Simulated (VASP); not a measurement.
Set up this calculation in VASP 6.6.1, as the native input.

- Task: single point
- Functional: r2SCAN
- Dispersion: D4
- Potentials or basis: VASP PAW PBE potentials, release 64 (Ag)
- Cutoff: 520 eV
- k mesh: 11 × 11 × 11
- Occupations: fermi-dirac, width 0.05 eV
- Spin: no spin polarisation
- Dipole correction: no
- Further INCAR settings: ALGO = Normal; EDIFF = 1e-07; NBANDS = 12

Ag:

```
Ag
1.0
     0.00000    2.04275    2.04275
     2.04275    0.00000    2.04275
     2.04275    2.04275    0.00000
Ag
1
Direct
  0.00000 0.00000 0.00000
```

One way to write it, as run:

POSCAR

```
Ag
1.0
    0.0000000000      2.0427500000      2.0427500000
    2.0427500000      0.0000000000      2.0427500000
    2.0427500000      2.0427500000      0.0000000000
Ag
1
Direct
    0.0000000000      0.0000000000      0.0000000000
```

INCAR.step1

```
PREC     = Accurate       # precision mode
ENCUT    = 520            # plane-wave cutoff, eV
ISMEAR   = -1             # smearing method
SIGMA    = 0.05           # smearing width, eV
LREAL    = F              # projectors in reciprocal space
LASPH    = T              # aspherical terms in the spheres
NELM     = 100            # most SCF steps
NBANDS   = 12             # bands
GGA      = PE             # functional
ALGO     = Normal         # electronic algorithm
EDIFF    = 1E-4           # SCF threshold, eV
LWAVE    = T              # write WAVECAR
LCHARG   = F              # write CHGCAR
```

INCAR.step2

```
PREC     = Accurate       # precision mode
ENCUT    = 520            # plane-wave cutoff, eV
EDIFF    = 1E-7           # SCF threshold, eV
ISMEAR   = -1             # smearing method
SIGMA    = 0.05           # smearing width, eV
LREAL    = F              # projectors in reciprocal space
LASPH    = T              # aspherical terms in the spheres
NELM     = 100            # most SCF steps
ALGO     = Normal         # electronic algorithm
ISIF     = 2              # what is computed and relaxed
LWAVE    = F              # write WAVECAR
LCHARG   = F              # write CHGCAR
METAGGA  = R2SCAN         # meta-GGA
LMIXTAU  = T            
IVDW     = 13             # dispersion correction
VDW_S6   = 1.0          
VDW_S8   = 0.6018749    
VDW_A1   = 0.51559235   
VDW_A2   = 5.77342911   
NBANDS   = 12             # bands
ISTART   = 1
```

KPOINTS

```
regular mesh
0
Gamma
  11 11 11
```

Potentials or basis: VASP PAW PBE potentials, release 64 (Ag).

Launch:

```console
$ cat potpaw_PBE.64/Ag/POTCAR > POTCAR
$ cp INCAR.step1 INCAR
$ mpirun -np 1 vasp_std > vasp.out
$ cp INCAR.step2 INCAR
$ mpirun -np 1 vasp_std > vasp.out
```

Results of the run:

```
Pressure                   : -0.3 GPa
Dispersion energy per atom : -0.196 eV
```

Caveat: the PAW data sets were made with another functional, which shifts forces and pressure a little; pairwise dispersion overbinds metals, which lowers pressure and volume.

Wall time 31 s on 1 thread of Intel Xeon 6975P-C, with other jobs on the host, peak memory 0.15 GiB.
